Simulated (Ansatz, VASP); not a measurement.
## Two plane-wave programs on C

```xyz
4
Lattice="1.2494 0.7214 8.3916 -1.2494 0.7214 8.3916 0.0000 -1.4427 8.3916" Properties=species:S:1:pos:R:3 pbc="T T T"
C     0.0000    0.0000    2.1946
C     0.0000    0.0000   18.9780
C     0.0000    0.0000    6.1968
C     0.0000    0.0000   22.9803
```

Alike in both runs: task single point; functional PBEsol; k mesh 12 × 12 × 12; occupations fermi-dirac, width 0.05 eV; no spin polarisation.

|  | VASP | Ansatz |
| --- | --- | --- |
| version | VASP 6.6.1 | Ansatz 0.2.0 |
| potentials or method | VASP PAW PBE potentials, release 64 (C) | Ansatz PAW |
| plane-wave cutoff (eV) | 520 | 420 |
| valence electrons in the cell | 16 | 16 |

Ansatz gave:

| Quantity | Value |
| --- | --- |
| gap on the k mesh at the Fermi level (eV) | 0.17 |
| least direct gap on the mesh (eV) | 0.17 |
| pressure (GPa) | -10.1 |
| traceless stress, the component that is largest in VASP (GPa) | 9.98 |

Q: What did VASP give for the same quantities?

A: gap on the k mesh at the Fermi level (eV): 0.17; least direct gap on the mesh (eV): 0.17; pressure (GPa): -9.6; traceless stress, the component that is largest in VASP (GPa): 9.42.

VASP's potentials were made for PBE, not for PBEsol. The functional is the same, so the differences come from potentials, cutoffs and numerics.
